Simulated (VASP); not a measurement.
# SnO2 (Pbcn) in VASP: further runs

The runs below take SnO2 through single point, with LDA.

Program: VASP 6.6.1. These are calculated values, not measurements. Logs are shortened: lines on timing, memory, paths and dates and some standing lists are left out, and cuts for length are marked.

### 1 The cell of the first run

The structure is orthorhombic, space group Pbcn (No. 60). The conventional cell has a = 4.827 Å, b = 5.690 Å, c = 5.340 Å, α = 90.00°, β = 90.00°, γ = 90.00°. Within 2.7 Å of Sn (site symmetry 2) lie 6 O at 2.05 to 2.12 Å. Within 2.7 Å of O (site symmetry 1) lie 3 Sn at 2.05 to 2.12 Å and 1 O at 2.66 Å.

### 2 Single point, LDA (12.22 Å³/atom)

Contents of INCAR:

```
SYSTEM = SnO2
ALGO = Normal ; EDIFF = 1E-6
ENCUT = 520 ; GGA = CA
ISIF = 2 ; ISMEAR = 0
LASPH = .TRUE. ; LCHARG = .FALSE.
LREAL = .FALSE. ; LWAVE = .FALSE.
NBANDS = 64 ; NELM = 80
PREC = Accurate ; SIGMA = 0.05
```

Contents of KPOINTS:

```
k-points
0
G
  6 6 6
  0 0 0
```

Contents of POSCAR:

```
SnO2
1.0
    4.8266318840      0.0000000000      0.0000000000
    0.0000000000      5.6898398094      0.0000000000
    0.0000000000      0.0000000000      5.3400309380
Sn O
4 8
Direct
    0.5000000000      0.6673419135      0.7500000000
    0.0000000000      0.8326580865      0.2500000000
    0.5000000000      0.3326580865      0.2500000000
    0.0000000000      0.1673419135      0.7500000000
    0.7309254637      0.6050162923      0.0776916535
    0.2309254637      0.8949837077      0.9223083465
    0.7690745363      0.8949837077      0.5776916535
    0.2690745363      0.6050162923      0.4223083465
    0.7309254637      0.3949837077      0.5776916535
    0.2309254637      0.1050162923      0.4223083465
    0.7690745363      0.1050162923      0.0776916535
    0.2690745363      0.3949837077      0.9223083465
```

Potentials or basis: VASP PAW LDA potentials, release 64 (Sn_d, O).

Started as:

```
$ cat potpaw_LDA.64/Sn_d/POTCAR potpaw_LDA.64/O/POTCAR > POTCAR
$ mpirun -np 1 vasp_std > vasp.out
```

OUTCAR:

```text
SYSTEM = SnO2
   EDIFF = 1E-6
   ENCUT = 520
   GGA = CA
   ISIF = 2
   ISMEAR = 0
   LASPH = .TRUE.
   LREAL = .FALSE.
   NELM = 80
   PREC = Accurate

 ion  position               nearest neighbor table
   1  0.500  0.667  0.750-   6 2.05   7 2.05   5 2.10   8 2.10   9 2.12  12 2.12   3 3.28   3 3.28
                             2 3.72   2 3.72   2 3.72   2 3.72   4 3.73   4 3.73   4 3.73   4 3.73
   2  0.000  0.833  0.250-   5 2.05   8 2.05   7 2.10   6 2.10  10 2.12  11 2.12   4 3.28   4 3.28
                             1 3.72   1 3.72   1 3.72   1 3.72   3 3.73   3 3.73   3 3.73   3 3.73
   3  0.500  0.333  0.250-  10 2.05  11 2.05   9 2.10  12 2.10   5 2.12   8 2.12   1 3.28   1 3.28
                             4 3.72   4 3.72   4 3.72   4 3.72   2 3.73   2 3.73   2 3.73   2 3.73
   4  0.000  0.167  0.750-   9 2.05  12 2.05  11 2.10  10 2.10   6 2.12   7 2.12   2 3.28   2 3.28
                             3 3.72   3 3.72   3 3.72   3 3.72   1 3.73   1 3.73   1 3.73   1 3.73
   5  0.731  0.605  0.078-   2 2.05   1 2.10   3 2.12
   6  0.231  0.895  0.922-   1 2.05   2 2.10   4 2.12
   7  0.769  0.895  0.578-   1 2.05   2 2.10   4 2.12
   8  0.269  0.605  0.422-   2 2.05   1 2.10   3 2.12
   9  0.731  0.395  0.578-   4 2.05   3 2.10   1 2.12
  10  0.231  0.105  0.422-   3 2.05   4 2.10   2 2.12
  11  0.769  0.105  0.078-   3 2.05   4 2.10   2 2.12
  12  0.269  0.395  0.922-   4 2.05   3 2.10   1 2.12

  LATTYP: Found a simple orthorhombic cell.
 ALAT       =     4.8266318840
 B/A-ratio  =     1.1063679738
 C/A-ratio  =     1.1788427098

  Lattice vectors:

 A1 = (  -4.8266318840,   0.0000000000,   0.0000000000)
 A2 = (   0.0000000000,   0.0000000000,   5.3400309380)
 A3 = (   0.0000000000,   5.6898398094,   0.0000000000)

Analysis of symmetry for initial positions (statically):
=====================================================================
 Subroutine PRICEL returns:
 Original cell was already a primitive cell.

 Routine SETGRP: Setting up the symmetry group for a
 simple orthorhombic supercell.

 Subroutine GETGRP returns: Found  8 space group operations
 (whereof  2 operations were pure point group operations)
 out of a pool of  8 trial point group operations.

The static configuration has the point symmetry S_2 .
 The point group associated with its full space group is D_2h.

Analysis of symmetry for dynamics (positions and initial velocities):
=====================================================================
 Subroutine PRICEL returns:
 Original cell was already a primitive cell.

 Routine SETGRP: Setting up the symmetry group for a
 simple orthorhombic supercell.

 Subroutine GETGRP returns: Found  8 space group operations
 (whereof  2 operations were pure point group operations)
 out of a pool of  8 trial point group operations.

The dynamic configuration has the point symmetry S_2 .
 The point group associated with its full space group is D_2h.

 Subroutine INISYM returns: Found  8 space group operations
 (whereof  2 operations are pure point group operations),
 and found     1 'primitive' translations

----------------------------------------------------------------------------------------

                                     Primitive cell

  volume of cell :     146.6520

  direct lattice vectors                    reciprocal lattice vectors
     4.826631884  0.000000000  0.000000000     0.207183813  0.000000000  0.000000000
     0.000000000  5.689839809  0.000000000     0.000000000  0.175751872  0.000000000
     0.000000000  0.000000000  5.340030938     0.000000000  0.000000000  0.187264833

  length of vectors
     4.826631884  5.689839809  5.340030938     0.207183813  0.175751872  0.187264833

  position of ions in fractional coordinates (direct lattice)
     0.500000000  0.667341914  0.750000000
     0.000000000  0.832658086  0.250000000
     0.500000000  0.332658086  0.250000000
     0.000000000  0.167341914  0.750000000
     0.730925464  0.605016292  0.077691653
     0.230925464  0.894983708  0.922308347
     0.769074536  0.894983708  0.577691653
     0.269074536  0.605016292  0.422308347
     0.730925464  0.394983708  0.577691653
     0.230925464  0.105016292  0.422308347
     0.769074536  0.105016292  0.077691653
     0.269074536  0.394983708  0.922308347

  ion indices of the primitive-cell ions
   primitive index   ion index
                 1           1
                 2           2
                 3           3
                 4           4
                 5           5
                 6           6
                 7           7
                 8           8
                 9           9
                10          10
                11          11
                12          12

----------------------------------------------------------------------------------------

 KPOINTS: k-points

Automatic generation of k-mesh.
 Grid dimensions read from file:
 generate k-points for:    6    6    6

 Generating k-lattice:

  Cartesian coordinates                     Fractional coordinates (reciprocal lattice)
     0.034530636  0.000000000  0.000000000     0.166666667  0.000000000  0.000000000
     0.000000000  0.029291979  0.000000000     0.000000000  0.166666667  0.000000000
     0.000000000  0.000000000  0.031210805     0.000000000  0.000000000  0.166666667

  Length of vectors
     0.034530636  0.029291979  0.031210805

  Shift w.r.t. Gamma in fractional coordinates (k-lattice)
     0.000000000  0.000000000  0.000000000

 Subroutine IBZKPT returns following result:
 ===========================================

 Found     64 irreducible k-points:

 Following reciprocal coordinates:
            Coordinates               Weight
  0.000000  0.000000  0.000000      1.000000
  0.166667  0.000000  0.000000      2.000000
  0.333333  0.000000  0.000000      2.000000
  0.500000  0.000000  0.000000      1.000000
  0.000000  0.166667  0.000000      2.000000
  0.166667  0.166667  0.000000      4.000000
[... 16 lines left out ...]
  0.333333  0.166667  0.166667      8.000000
  0.500000  0.166667  0.166667      4.000000
 [... further k-points ...]
   k-points           NKPTS =     64   k-points in BZ     NKDIM =     64   number of bands    NBANDS=     64
   number of dos      NEDOS =    301   number of ions     NIONS =     12
   total plane-waves  NPLWV =  60480
   dimension x,y,z NGX =    36 NGY =   42 NGZ =   40
   dimension x,y,z NGXF=    72 NGYF=   84 NGZF=   80
   ions per type =               4   8
   NGX,Y,Z   is equivalent  to a cutoff of  12.40, 12.27, 12.45 a.u.
   NGXF,Y,Z  is equivalent  to a cutoff of  24.80, 24.54, 24.91 a.u.
 SYSTEM =  SnO2
   PREC   = accura    normal or accurate (medium, high low for compatibility)
   ISTART =      0    job   : 0-new  1-cont  2-samecut
   ICHARG =      2    charge: 1-file 2-atom 10-const
   ISPIN  =      1    spin polarized calculation?
   LNONCOLLINEAR =      F non collinear calculations
   LSORBIT =      F    spin-orbit coupling
   LASPH  =      T    aspherical Exc in radial PAW
   ENCUT  =  520.0 eV  38.22 Ry    6.18 a.u.   8.97 10.58  9.93*2*pi/ulx,y,z
   NELM   =     80;   NELMIN=  2; NELMDL= -5     # of ELM steps
   EDIFF  = 0.1E-05   stopping-criterion for ELM
   LREAL  =      F    real-space projection
   EDIFFG = 0.1E-04   stopping-criterion for IOM
   NSW    =      0    number of steps for IOM
   IBRION =     -1    ionic relax: 0-MD 1-quasi-New 2-CG
   NFREE  =      0    steps in history (QN), initial steepest desc. (CG)
   ISIF   =      2    stress and relaxation
   ISYM   =      2    0-nonsym 1-usesym 2-fastsym
   POTIM  = 0.5000    time-step for ionic-motion
   TEBEG  =    0.0;   TEEND  =   0.0 temperature during run
   PSTRESS=    0.0 pullay stress
   NELECT =     104.0000    total number of electrons
   NUPDOWN=      -1.0000    fix difference up-down
   EMIN   =  10.00;   EMAX   =-10.00  energy-range for DOS
   EFERMI =   0.00;   METHOD = LEGACY
   ISMEAR =     0;   SIGMA  =   0.05  broadening in eV -4-tet -1-fermi 0-gaus
   EFERMI_NEDOS =   21; number of points for ismear=-14 and -15
   IALGO  =     38    algorithm
   IMIX   =      4    mixing-type and parameters
     AMIX     =   0.40;   BMIX     =  1.00
     AMIX_MAG =   1.60;   BMIX_MAG =  1.00
  volume/ion in A,a.u.               =      12.22        82.47
  Fermi-wavevector in a.u.,A,eV,Ry     =   1.459901  2.758812 28.998229  2.131310
  Thomas-Fermi vector in A             =   2.576413
   LORBIT       =      0    0 simple, 1 ext, 2 COOP (PROOUT), +10 PAW based schemes
   GGA     = CA    functional components
   LHFCALC =     F    Hartree Fock is set to
   AEXX    =    0.0000 exact exchange contribution
   IVDW    =     0    specifies the selected vdW correction
   LEPSILON=     F    determine dielectric tensor
   LRPA    =     F    only Hartree local field effects (RPA)
 non-spin polarized calculation
 Gauss-broadening in eV      SIGMA  =   0.05
  energy-cutoff  :      520.00
  volume of cell :      146.65
 maximum number of plane-waves:      3978
 NGX is ok and might be reduce to    36
   NGX = 17   NGY = 21   NGZ = 19

 number of electron     104.0000049 magnetization

 Free energy of the ion-electron system (eV)
  ---------------------------------------------------
  ext. energy  EPLUGINS =         0.00000000
  ---------------------------------------------------
  free energy    TOTEN  =       -84.19489662 eV

  energy without entropy =      -84.19489662  energy(sigma->0) =      -84.19489662

 E-fermi :   5.5805     XC(G=0): -11.7083

 val. band max:        5.3074076413   @ k =   0.3333   0.0000   0.0000
 cond. band min:       6.2238313584   @ k =   0.0000   0.0000   0.0000
 fundamental gap:      0.9164237171
 Fermi energy:         5.5805431509

 k-point     1 :       0.0000    0.0000    0.0000
  band No.  band energies     occupation
      1     -15.2339      2.00000
      2     -15.1431      2.00000
      3     -15.0728      2.00000
      4     -14.7493      2.00000
      5     -14.6623      2.00000
      6     -14.5521      2.00000
[... 1597 lines left out ...]
     63      15.6309      0.00000
     64      15.6325      0.00000

 [... further k-points ...]

------------------------ aborting loop because EDIFF is reached ----------------------------------------

  FORCE on cell =-STRESS in cart. coord.  units (eV):
  Direction    XX          YY          ZZ          XY          YZ          ZX
  --------------------------------------------------------------------------------------
  -------------------------------------------------------------------------------------
  Total       -9.0295420     -5.3596543    -10.4272637      0.0000000      0.0000000      0.0000000
  in kB      -98.6480063    -58.5543773   -113.9181566      0.0000000      0.0000000      0.0000000
  external PRESSURE =     -90.3735134 kB  Pullay stress =       0.0000000 kB

 VOLUME and BASIS-vectors are now :
 -----------------------------------------------------------------------------
  energy-cutoff  :      520.00
  volume of cell :      146.65
      direct lattice vectors                 reciprocal lattice vectors
     4.826631884  0.000000000  0.000000000     0.207183813  0.000000000  0.000000000
     0.000000000  5.689839809  0.000000000     0.000000000  0.175751872  0.000000000
     0.000000000  0.000000000  5.340030938     0.000000000  0.000000000  0.187264833

 POSITION                                       TOTAL-FORCE (eV/Angst)
 -----------------------------------------------------------------------------------
      2.41332      3.79707      4.00502         0.000000     -0.100510      0.000000
      0.00000      4.73769      1.33501         0.000000      0.100510      0.000000
      2.41332      1.89277      1.33501         0.000000      0.100510     -0.000000
      0.00000      0.95215      4.00502         0.000000     -0.100510      0.000000
      3.52791      3.44245      0.41488        -0.199364      0.016810     -0.060433
      1.11459      5.09231      4.92516        -0.199364     -0.016810      0.060433
      3.71204      5.09231      3.08489         0.199364     -0.016810     -0.060433
      1.29872      3.44245      2.25514         0.199364      0.016810      0.060433
      3.52791      2.24739      3.08489        -0.199364     -0.016810     -0.060433
      1.11459      0.59753      2.25514        -0.199364      0.016810      0.060433
      3.71204      0.59753      0.41488         0.199364      0.016810     -0.060433
      1.29872      2.24739      4.92516         0.199364     -0.016810      0.060433
 -----------------------------------------------------------------------------------
    total drift:                               -0.000000     -0.000000      0.000000

  FREE ENERGIE OF THE ION-ELECTRON SYSTEM (eV)
  ---------------------------------------------------
  free  energy   TOTEN  =       -84.1948966203 eV

  energy  without entropy=      -84.1948966203  energy(sigma->0) =      -84.19489662
```

Run time: 11 min. Hardware: 1 thread of Intel Xeon Platinum 8259CL at 2.50GHz (Skylake/Cascade Lake), shared host; peak memory 0.48 GiB.

Results:

```yaml
Free_energy: -84.1949 eV
Pressure: -9.0 GPa
Largest_force: 0.209 eV/Å
Band_gap_on_the_k_mesh: 0.92 eV (least direct gap 0.93 eV)
```

Forces in eV/Å, atoms in the order of the input:
```
Sn   0.000 -0.101  0.000
Sn   0.000  0.101  0.000
Sn   0.000  0.101  0.000
Sn   0.000 -0.101  0.000
O   -0.199  0.017 -0.060
O   -0.199 -0.017  0.060
O    0.199 -0.017 -0.060
O    0.199  0.017  0.060
O   -0.199 -0.017 -0.060
O   -0.199  0.017  0.060
O    0.199  0.017 -0.060
O    0.199 -0.017  0.060
```

Caveat: the cell stands under tension; spin-orbit coupling is left out, which moves the levels of the heavy elements. A k mesh can miss the band edges.

(Continued in part 2 of 2.)
